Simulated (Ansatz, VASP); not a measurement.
## Al2Cu in VASP and in Ansatz

The input INCAR:

```
  PREC = Accurate
  ENCUT = 520
  EDIFF = 1E-6
  ISMEAR = 0
  SIGMA = 0.15
  LREAL = F
  LASPH = T
  NELM = 100
  ALGO = Fast
  ISIF = 2
  LWAVE = F
  LCHARG = F
  GGA = PS
  NBANDS = 26
```

KPOINTS

```
Automatic mesh
0
Gamma
  12 12 12
```

Contents of POSCAR:

```
Al2Cu
1.0
   -2.9965506923      2.9965506923      2.4139243086
    2.9965506923     -2.9965506923      2.4139243086
    2.9965506923      2.9965506923     -2.4139243086
Al Cu
4 2
Direct
    0.1814424807      0.6371974353      0.8186399160
    0.6814424807      0.8628025647      0.5442450454
    0.8185575193      0.3628025647      0.1813600840
    0.3185575193      0.1371974353      0.4557549546
    0.7500000000      0.7500000000      0.0000000000
    0.2500000000      0.2500000000      0.0000000000
```

Input for Ansatz:

```yaml
crystal:
  lattice:
    - [-2.9965506923, 2.9965506923, 2.4139243086]
    - [2.9965506923, -2.9965506923, 2.4139243086]
    - [2.9965506923, 2.9965506923, -2.4139243086]
  atoms:
    - { symbol: Al, position: [0.1814424807, 0.6371974353, 0.818639916] }
    - { symbol: Al, position: [0.6814424807, 0.8628025647, 0.5442450454] }
    - { symbol: Al, position: [0.8185575193, 0.3628025647, 0.181360084] }
    - { symbol: Al, position: [0.3185575193, 0.1371974353, 0.4557549546] }
    - { symbol: Cu, position: [0.75, 0.75, 0.0] }
    - { symbol: Cu, position: [0.25, 0.25, 0.0] }
basis:
  ecutwfc: 420
kpoints:
  mp_grid: { grid: [12, 12, 12] }
hamiltonian:
  xc: pbesol
scf:
  occupations: { method: gaussian, width: 0.15 }
output:
  forces: true
  stress: true
  eigenvalues: true
```

Change from the starting cell: mode 11 (250.9 1/cm) frozen in, largest displacement +0.188 Å.

Alike in both runs: task single point; functional PBEsol; k mesh 12 × 12 × 12; occupations gaussian, width 0.15 eV; no spin polarisation.

```csv
,VASP,Ansatz
version,VASP 6.6.1,Ansatz 0.2.0
potentials or method,"VASP PAW PBE potentials, release 64 (Al, Cu), cutoff 520 eV","scalar-relativistic, plane waves, PAW"
valence electrons in the cell,34,50
```

Ansatz gave:

| Quantity | Value |
| --- | --- |
| gap on the k mesh at the Fermi level (eV) | none |
| pressure (GPa) | 2.8 |
| traceless stress, the component that is largest in VASP (GPa) | 5.67 |
| rms of the force components (eV/Å) | 0.594 |

Problem. Estimate VASP's values.

Solution. gap on the k mesh at the Fermi level (eV): none; pressure (GPa): 3.3; traceless stress, the component that is largest in VASP (GPa): 5.73; rms of the force components (eV/Å): 0.596.

VASP's potentials were made for PBE, not for PBEsol. Atom by atom the forces differ by 0.002 eV/Å (rms over components). A gap of «none» marks a metal or a gap that the smearing closes. The functional is the same, so the differences come from potentials, cutoffs and numerics. VASP's potentials hold 34 valence electrons a cell and Ansatz's 50, so a difference there can come from the potentials and not from the codes.
